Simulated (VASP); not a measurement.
# ScIn3As (P4/nmm) in VASP: further runs

The runs below take ScIn3As through relaxation of cell and atoms, single point, with PBE.

All numbers are computed with VASP 6.6.1; they aren't measurements. Logs are shortened: lines on timing, memory, paths and dates and some standing lists are left out, and cuts for length are marked.

## (1) The cell of the first run

It takes space group P4/nmm (No. 129, tetragonal). The conventional cell has a = 3.840 Å, b = 3.840 Å, c = 16.000 Å, α = 90.00°, β = 90.00°, γ = 90.00°. Within 3.6 Å of Sc (site symmetry 4mm) lie 5 As at 2.72 Å. In (site symmetry 4mm) has 13 In at 3.02 to 3.84 Å within 4.0 Å. Within 4.0 Å of In (site symmetry 4mm) lie 14 In at 3.02 to 3.84 Å. Within 4.0 Å of In (site symmetry 4mm) lie 1 As at 2.85 Å and 9 In at 3.04 to 3.84 Å and 4 Sc at 3.93 Å. Within 3.6 Å of As (site symmetry 4mm) lie 5 Sc at 2.72 Å and 1 In at 2.85 Å.

## (2) Relaxation of cell and atoms, PBE

INCAR

```
SYSTEM = ScIn3As
PREC = Accurate
ENCUT = 600
EDIFF = 1E-6
ISMEAR = 0
SIGMA = 0.2
LREAL = .FALSE.
LASPH = .TRUE.
NELM = 60
ALGO = Fast
ISIF = 3
LWAVE = .FALSE.
LCHARG = .FALSE.
GGA = PE
IBRION = 2
NSW = 36
EDIFFG = -0.08
```

KPOINTS

```
Automatic mesh
0
G
  4 4 1
  0 0 0
```

POSCAR

```
ScIn3As
1.0
    3.8400000000      0.0000000000      0.0000000000
    0.0000000000      3.8400000000      0.0000000000
    0.0000000000      0.0000000000     16.0000000000
Sc In As
2 6 2
Direct
    0.0000000000      0.5000000000      0.9150000000
    0.5000000000      0.0000000000      0.0850000000
    0.5000000000      0.0000000000      0.3580000000
    0.5000000000      0.0000000000      0.5470000000
    0.0000000000      0.5000000000      0.2630000000
    0.5000000000      0.0000000000      0.7370000000
    0.0000000000      0.5000000000      0.6420000000
    0.0000000000      0.5000000000      0.4530000000
    0.5000000000      0.0000000000      0.9150000000
    0.0000000000      0.5000000000      0.0850000000
```

Potentials or basis: VASP PAW PBE potentials, release 64 (Sc_sv, In_d, As).

Command:

```console
> cat potpaw_PBE.64/Sc_sv/POTCAR potpaw_PBE.64/In_d/POTCAR potpaw_PBE.64/As/POTCAR > POTCAR
> mpirun -np 1 vasp_std > vasp.out
```

OUTCAR:

```text
SYSTEM = ScIn3As
   PREC = Accurate
   ENCUT = 600
   EDIFF = 1E-6
   ISMEAR = 0
   LREAL = .FALSE.
   LASPH = .TRUE.
   NELM = 60
   ISIF = 3
   GGA = PE
   IBRION = 2
   NSW = 36
   EDIFFG = -0.08

 ion  position               nearest neighbor table
   1  0.000  0.500  0.915-   9 2.72   9 2.72   9 2.72   9 2.72  10 2.72
   2  0.500  0.000  0.085-  10 2.72  10 2.72  10 2.72  10 2.72   9 2.72
   3  0.500  0.000  0.358-   4 3.02   5 3.11   5 3.11   5 3.11   5 3.11   8 3.11   8 3.11   8 3.11
                             8 3.11
   4  0.500  0.000  0.547-   3 3.02   6 3.04   8 3.10   8 3.10   8 3.10   8 3.10   7 3.11   7 3.11
                             7 3.11   7 3.11
   5  0.000  0.500  0.263-  10 2.85   8 3.04   3 3.11   3 3.11   3 3.11   3 3.11
   6  0.500  0.000  0.737-   9 2.85   4 3.04   7 3.11   7 3.11   7 3.11   7 3.11
   7  0.000  0.500  0.642-   8 3.02   6 3.11   6 3.11   6 3.11   6 3.11   4 3.11   4 3.11   4 3.11
                             4 3.11
   8  0.000  0.500  0.453-   7 3.02   5 3.04   4 3.10   4 3.10   4 3.10   4 3.10   3 3.11   3 3.11
                             3 3.11   3 3.11
   9  0.500  0.000  0.915-   1 2.72   1 2.72   1 2.72   1 2.72   2 2.72   6 2.85
  10  0.000  0.500  0.085-   2 2.72   2 2.72   2 2.72   2 2.72   1 2.72   5 2.85

  LATTYP: Found a simple tetragonal cell.
 ALAT       =     3.8400000000
 C/A-ratio  =     4.1666666667

  Lattice vectors:

 A1 = (   3.8400000000,   0.0000000000,   0.0000000000)
 A2 = (   0.0000000000,   3.8400000000,   0.0000000000)
 A3 = (   0.0000000000,   0.0000000000,  16.0000000000)

Analysis of symmetry for initial positions (statically):
=====================================================================
 Subroutine PRICEL returns:
 Original cell was already a primitive cell.

 Routine SETGRP: Setting up the symmetry group for a
 simple tetragonal supercell.

 Subroutine GETGRP returns: Found 16 space group operations
 (whereof  8 operations were pure point group operations)
 out of a pool of 16 trial point group operations.

The static configuration has the point symmetry D_2d.
 The point group associated with its full space group is D_4h.

Analysis of symmetry for dynamics (positions and initial velocities):
=====================================================================
 Subroutine PRICEL returns:
 Original cell was already a primitive cell.

 Routine SETGRP: Setting up the symmetry group for a
 simple tetragonal supercell.

 Subroutine GETGRP returns: Found 16 space group operations
 (whereof  8 operations were pure point group operations)
 out of a pool of 16 trial point group operations.

The dynamic configuration has the point symmetry D_2d.
 The point group associated with its full space group is D_4h.

 Subroutine INISYM returns: Found 16 space group operations
 (whereof  8 operations are pure point group operations),
 and found     1 'primitive' translations

----------------------------------------------------------------------------------------

                                     Primitive cell

  volume of cell :     235.9296

  direct lattice vectors                    reciprocal lattice vectors
     3.840000000  0.000000000  0.000000000     0.260416667  0.000000000  0.000000000
     0.000000000  3.840000000  0.000000000     0.000000000  0.260416667  0.000000000
     0.000000000  0.000000000 16.000000000     0.000000000  0.000000000  0.062500000

  length of vectors
     3.840000000  3.840000000 16.000000000     0.260416667  0.260416667  0.062500000

  position of ions in fractional coordinates (direct lattice)
     0.000000000  0.500000000  0.915000000
     0.500000000  0.000000000  0.085000000
     0.500000000  0.000000000  0.358000000
     0.500000000  0.000000000  0.547000000
     0.000000000  0.500000000  0.263000000
     0.500000000  0.000000000  0.737000000
     0.000000000  0.500000000  0.642000000
     0.000000000  0.500000000  0.453000000
     0.500000000  0.000000000  0.915000000
     0.000000000  0.500000000  0.085000000

  ion indices of the primitive-cell ions
   primitive index   ion index
                 1           1
                 2           2
                 3           3
                 4           4
                 5           5
                 6           6
                 7           7
                 8           8
                 9           9
                10          10

----------------------------------------------------------------------------------------

 KPOINTS: Automatic mesh

Automatic generation of k-mesh.
 Grid dimensions read from file:
 generate k-points for:    4    4    1

 Generating k-lattice:

  Cartesian coordinates                     Fractional coordinates (reciprocal lattice)
     0.065104167  0.000000000  0.000000000     0.250000000  0.000000000  0.000000000
     0.000000000  0.065104167  0.000000000     0.000000000  0.250000000  0.000000000
     0.000000000  0.000000000  0.062500000     0.000000000  0.000000000  1.000000000

  Length of vectors
     0.065104167  0.065104167  0.062500000

  Shift w.r.t. Gamma in fractional coordinates (k-lattice)
     0.000000000  0.000000000  0.000000000

 Subroutine IBZKPT returns following result:
 ===========================================

 Found      6 irreducible k-points:

 Following reciprocal coordinates:
            Coordinates               Weight
  0.000000  0.000000  0.000000      1.000000
  0.250000  0.000000  0.000000      4.000000
  0.500000  0.000000  0.000000      2.000000
  0.250000  0.250000  0.000000      4.000000
  0.500000  0.250000  0.000000      4.000000
  0.500000  0.500000  0.000000      1.000000
   k-points           NKPTS =      6   k-points in BZ     NKDIM =      6   number of bands    NBANDS=     66
   number of dos      NEDOS =    301   number of ions     NIONS =     10
   total plane-waves  NPLWV = 131072
   dimension x,y,z NGX =    32 NGY =   32 NGZ =  128
   dimension x,y,z NGXF=    64 NGYF=   64 NGZF=  256
   ions per type =               2   6   2
   NGX,Y,Z   is equivalent  to a cutoff of  13.85, 13.85, 13.30 a.u.
   NGXF,Y,Z  is equivalent  to a cutoff of  27.71, 27.71, 26.60 a.u.
 SYSTEM =  ScIn3As
   PREC   = accura    normal or accurate (medium, high low for compatibility)
   ISTART =      0    job   : 0-new  1-cont  2-samecut
   ICHARG =      2    charge: 1-file 2-atom 10-const
   ISPIN  =      1    spin polarized calculation?
   LNONCOLLINEAR =      F non collinear calculations
   LSORBIT =      F    spin-orbit coupling
   LASPH  =      T    aspherical Exc in radial PAW
   ENCUT  =  600.0 eV  44.10 Ry    6.64 a.u.   7.67  7.67 31.96*2*pi/ulx,y,z
   NELM   =     60;   NELMIN=  2; NELMDL= -5     # of ELM steps
   EDIFF  = 0.1E-05   stopping-criterion for ELM
   LREAL  =      F    real-space projection
   EDIFFG = -.8E-01   stopping-criterion for IOM
   NSW    =     36    number of steps for IOM
   IBRION =      2    ionic relax: 0-MD 1-quasi-New 2-CG
   NFREE  =      1    steps in history (QN), initial steepest desc. (CG)
   ISIF   =      3    stress and relaxation
   ISYM   =      2    0-nonsym 1-usesym 2-fastsym
   POTIM  = 0.5000    time-step for ionic-motion
   TEBEG  =    0.0;   TEEND  =   0.0 temperature during run
   PSTRESS=    0.0 pullay stress
   NELECT =     110.0000    total number of electrons
   NUPDOWN=      -1.0000    fix difference up-down
   EMIN   =  10.00;   EMAX   =-10.00  energy-range for DOS
   EFERMI =   0.00;   METHOD = LEGACY
   ISMEAR =     0;   SIGMA  =   0.20  broadening in eV -4-tet -1-fermi 0-gaus
   EFERMI_NEDOS =   21; number of points for ismear=-14 and -15
   IALGO  =     68    algorithm
   IMIX   =      4    mixing-type and parameters
     AMIX     =   0.40;   BMIX     =  1.00
     AMIX_MAG =   1.60;   BMIX_MAG =  1.00
  volume/ion in A,a.u.               =      23.59       159.21
  Fermi-wavevector in a.u.,A,eV,Ry     =   1.269438  2.398890 21.925428  1.611473
  Thomas-Fermi vector in A             =   2.402479
   LORBIT       =      0    0 simple, 1 ext, 2 COOP (PROOUT), +10 PAW based schemes
   GGA     = PE    functional components
   LHFCALC =     F    Hartree Fock is set to
   AEXX    =    0.0000 exact exchange contribution
   IVDW    =     0    specifies the selected vdW correction
   LEPSILON=     F    determine dielectric tensor
   LRPA    =     F    only Hartree local field effects (RPA)
 conjugate gradient relaxation of ions
 non-spin polarized calculation
 RMM-DIIS sequential band-by-band and
 Gauss-broadening in eV      SIGMA  =   0.20
  energy-cutoff  :      600.00
  volume of cell :      235.93
 maximum number of plane-waves:      7889
 NGX is ok and might be reduce to    32
   NGX = 15   NGY = 15   NGZ = 63

--------------------------------------- Ionic step        1  -------------------------------------------

 number of electron     109.9999999 magnetization

 Free energy of the ion-electron system (eV)
  ---------------------------------------------------
  ext. energy  EPLUGINS =         0.00000000
  ---------------------------------------------------
  free energy    TOTEN  =       -40.65806300 eV

  energy without entropy =      -40.59326662  energy(sigma->0) =      -40.62566481

 E-fermi :   6.8532     XC(G=0): -10.2973

 val. band max:        6.6964246617   @ k =   0.0000   0.0000   0.0000
 cond. band min:       6.9353375861   @ k =   0.2500   0.2500   0.0000
 fundamental gap:      0.2389129244
 Fermi energy:         6.8532276534

 k-point     1 :       0.0000    0.0000    0.0000
  band No.  band energies     occupation
      1     -43.1049      2.00000
      2     -43.0995      2.00000
      3     -21.8348      2.00000
      4     -21.7933      2.00000
      5     -21.6960      2.00000
      6     -21.6960      2.00000
[... 528 lines left out ...]
  FREE ENERGIE OF THE ION-ELECTRON SYSTEM (eV)
  ---------------------------------------------------
  free  energy   TOTEN  =       -41.1616950848 eV

  energy  without entropy=      -41.1091436959  energy(sigma->0) =      -41.13541939

[... ionic steps 4 to 17 ...]

--------------------------------------- Ionic step       18  -------------------------------------------

 number of electron     109.9999978 magnetization

------------------------ aborting loop because EDIFF is reached ----------------------------------------

  FORCE on cell =-STRESS in cart. coord.  units (eV):
  Direction    XX          YY          ZZ          XY          YZ          ZX
  --------------------------------------------------------------------------------------
  -------------------------------------------------------------------------------------
  Total       -0.1281243     -0.1281243     -0.5039648      0.0000000      0.0000000     -0.0000000
  in kB       -0.7970191     -0.7970191     -3.1349986      0.0000000      0.0000000     -0.0000000
  external PRESSURE =      -1.5763456 kB  Pullay stress =       0.0000000 kB
[... 73 lines left out ...]
  energy  without entropy=      -41.4140502986  energy(sigma->0) =      -41.46351213

--------------------------------------- Ionic step       20  -------------------------------------------

 number of electron     109.9999976 magnetization

 Free energy of the ion-electron system (eV)
  ---------------------------------------------------
  ext. energy  EPLUGINS =         0.00000000
  ---------------------------------------------------
  free energy    TOTEN  =       -41.51583595 eV

  energy without entropy =      -41.41831310  energy(sigma->0) =      -41.46707452

 E-fermi :   6.0528     XC(G=0):  -9.9179

 val. band max:        5.6657896971   @ k =   0.2500   0.2500   0.0000
 cond. band min:       6.0611927131   @ k =   0.5000   0.2500   0.0000
 fundamental gap:      0.3954030160
 Fermi energy:         6.0528395487

 k-point     1 :       0.0000    0.0000    0.0000
  band No.  band energies     occupation
      1     -44.0392      2.00000
      2     -44.0330      2.00000
      3     -22.7597      2.00000
      4     -22.7164      2.00000
      5     -22.6333      2.00000
      6     -22.6333      2.00000
[... 440 lines left out ...]
  FREE ENERGIE OF THE ION-ELECTRON SYSTEM (eV)
  ---------------------------------------------------
  free  energy   TOTEN  =       -41.5158359514 eV

  energy  without entropy=      -41.4183130962  energy(sigma->0) =      -41.46707452

 reached required accuracy - stopping structural energy minimisation
```

Run time: 30 min. Hardware: 1 thread of Intel Xeon 6975P-C (Granite Rapids), shared host; peak memory 0.47 GiB.

What came out:

```yaml
Free_energy: -41.5158 eV
Relaxed_volume: 25.71 Å³/atom
Relaxed_cell: a = 3.862 Å, b = 3.862 Å, c = 17.236 Å, α = 90.00°, β = 90.00°, γ = 90.00°
Space_group_after_relaxing_to_0.1_Å: P4/nmm (No. 129)
Energy_gained_by_relaxing: 85.8 meV/atom
Ionic_steps: 20
Pressure_after_relaxing: -0.1 GPa
Largest_force_after_relaxing: 0.056 eV/Å
Band_gap_on_the_k_mesh: zero (bands 55 and 56 overlap by 2.21 eV)
```

Forces on the atoms (eV/Å):
```
Sc   0.000  0.000 -0.056
Sc   0.000  0.000  0.056
In   0.000  0.000  0.031
In   0.000  0.000 -0.021
In   0.000  0.000 -0.052
In   0.000  0.000  0.052
In   0.000  0.000 -0.031
In   0.000  0.000  0.021
As   0.000  0.000  0.006
As   0.000  0.000 -0.006
```

The path:
| step | energy change (eV) | largest force (eV/Å) | pressure (GPa) | volume (Å³) |
| --- | --- | --- | --- | --- |
| 1 | 0.0000 | 0.8534 | 5.59 | 235.93 |
| 2 | -0.4898 | 0.5277 | -1.50 | 265.09 |
| 3 | -0.5036 | 0.4831 | -0.60 | 260.43 |
| 4 | -0.5779 | 0.4187 | -0.29 | 258.75 |
| 5 | -0.6397 | 0.3183 | 0.65 | 255.60 |
| 6 | -0.6963 | 0.2506 | -0.12 | 259.48 |
| 7 | -0.7258 | 0.1817 | -0.98 | 264.87 |
| 8 | -0.7596 | 0.1744 | -0.50 | 262.02 |
| 9 | -0.7653 | 0.2214 | -0.12 | 260.44 |
| 10 | -0.7794 | 0.1855 | 0.10 | 258.98 |
| 11 | -0.7946 | 0.1559 | 0.58 | 255.82 |
| 12 | -0.8058 | 0.1442 | 0.27 | 257.02 |
| 13 | -0.8142 | 0.1867 | -0.37 | 259.59 |
| 14 | -0.8230 | 0.2174 | -0.39 | 259.06 |
| 15 | -0.8334 | 0.3387 | -0.15 | 257.46 |
| 16 | -0.8463 | 0.1872 | 0.24 | 255.64 |
| 17 | -0.8477 | 0.1055 | 0.46 | 254.68 |
| 18 | -0.8548 | 0.1054 | -0.16 | 257.56 |
| 19 | -0.8549 | 0.1069 | -0.07 | 257.23 |
| 20 | -0.8578 | 0.0560 | -0.11 | 257.07 |

Final structure:
```yaml
crystal:
  lattice:
    - [3.86192, 0.00000, 0.00000]
    - [0.00000, 3.86192, 0.00000]
    - [0.00000, 0.00000, 17.23632]
  atoms:
    - { symbol: Sc, position: [0.00000, 0.50000, 0.92343] }
    - { symbol: Sc, position: [0.50000, 0.00000, 0.07657] }
    - { symbol: In, position: [0.50000, 0.00000, 0.32914] }
    - { symbol: In, position: [0.50000, 0.00000, 0.55338] }
    - { symbol: In, position: [0.00000, 0.50000, 0.24257] }
    - { symbol: In, position: [0.50000, 0.00000, 0.75743] }
    - { symbol: In, position: [0.00000, 0.50000, 0.67086] }
    - { symbol: In, position: [0.00000, 0.50000, 0.44662] }
    - { symbol: As, position: [0.50000, 0.00000, 0.91860] }
    - { symbol: As, position: [0.00000, 0.50000, 0.08140] }
```

Caveat: the k points lie up to 0.41 Å⁻¹ apart in the final cell, too coarse for converged energies and pressures of a metal; spin-orbit coupling is left out, which moves the levels of the heavy elements; the relaxation stopped at a loose force limit of 0.08 eV/Å, so its end isn't a converged minimum.

## (3) Single point, PBE

This run uses another cell than the first one, of 26.47 Å³/atom.

INCAR

```
SYSTEM = ScIn3As
PREC     = Accurate       ! precision mode
ENCUT    = 520            ! plane-wave cutoff, eV
EDIFF    = 1E-6           ! SCF threshold, eV
ISMEAR   = 0              ! smearing method
SIGMA    = 0.2            ! smearing width, eV
LREAL    = .FALSE.        ! projectors in reciprocal space
LASPH    = .TRUE.         ! aspherical terms in the spheres
NELM     = 60             ! most SCF steps
ALGO     = Fast           ! electronic algorithm
ISIF     = 2              ! what is computed and relaxed
LWAVE    = .FALSE.        ! write WAVECAR
LCHARG   = .TRUE.         ! write CHGCAR
GGA      = PE             ! functional
LELF     = .TRUE.         ! ELF
LVHAR    = .TRUE.       
NBANDS   = 66             ! bands
```

KPOINTS

```
Automatic mesh
0
G
  6 6 2
  0 0 0
```

POSCAR

```
ScIn3As
1.0
    3.7917624817      0.0000000000      0.0000000000
    0.0000000000      3.7917624817      0.0000000000
    0.0000000000      0.0000000000     18.4113191163
Sc In As
2 6 2
Direct
    1.0000000000      0.5000000000      0.9329974963
    0.5000000000      1.0000000000      0.0670025037
    0.5000000000      1.0000000000      0.3362655862
    0.5000000000      1.0000000000      0.5524509436
    1.0000000000      0.5000000000      0.2373209517
    0.5000000000      0.0000000000      0.7626790483
    1.0000000000      0.5000000000      0.6637344138
    1.0000000000      0.5000000000      0.4475490564
    0.5000000000      1.0000000000      0.9179008227
    0.0000000000      0.5000000000      0.0820991773
```

Potentials or basis: VASP PAW PBE potentials, release 64 (Sc_sv, In_d, As).

Command:

```console
> cat potpaw_PBE.64/Sc_sv/POTCAR potpaw_PBE.64/In_d/POTCAR potpaw_PBE.64/As/POTCAR > POTCAR
> mpirun -np 1 vasp_std > vasp.out
```

Run time: 6.2 min. Hardware: 1 thread of Intel Xeon 6975P-C (Granite Rapids), shared host; peak memory 0.48 GiB.

It converged, with:

```
Free energy            : -41.3131 eV
Pressure               : 0.1 GPa
Largest force          : 0.079 eV/Å
Band gap on the k mesh : zero (bands 55 and 56 overlap by 2.28 eV)
```

Forces on the atoms (eV/Å):
```
Sc   0.000  0.000 -0.032
Sc   0.000  0.000  0.032
In   0.000  0.000  0.029
In   0.000  0.000  0.079
In   0.000  0.000  0.065
In   0.000  0.000 -0.065
In   0.000  0.000 -0.029
In   0.000  0.000 -0.079
As   0.000  0.000 -0.025
As   0.000  0.000  0.025
```

Stress tensor (GPa, compression positive):
```
 0.47  0.00  0.00
 0.00  0.47  0.00
 0.00  0.00 -0.52
```

Levels at points of the mesh, in eV from the Fermi level:
```csv
k point,band 51,band 52,band 53,band 54,band 55,band 56,band 57,band 58,band 59,band 60
"(0.00, 0.00, 0.00)",-0.51,-0.51,0.15,0.17,0.71,0.98,0.98,1.18,1.64,1.76
"(0.50, 0.00, 0.00)",-2.22,-2.22,-1.85,-1.85,-0.10,-0.10,1.22,1.22,1.84,1.84
"(0.50, 0.50, 0.00)",-2.56,-2.56,-1.74,-1.74,-1.30,-1.30,-1.00,-1.00,-0.07,-0.07
"(0.00, 0.00, 0.50)",-0.65,-0.51,-0.51,0.17,0.98,0.98,1.18,1.37,1.64,1.74
"(0.50, 0.00, 0.50)",-2.22,-2.22,-1.70,-1.70,-0.18,-0.18,1.25,1.25,1.84,1.84
"(0.50, 0.50, 0.50)",-2.47,-2.47,-1.91,-1.91,-1.27,-1.27,-0.60,-0.60,-0.47,-0.47
```

Caveat: spin-orbit coupling is left out, which moves the levels of the heavy elements.

The gap in the log of VASP goes by the Fermi energy; the results here count the filled bands.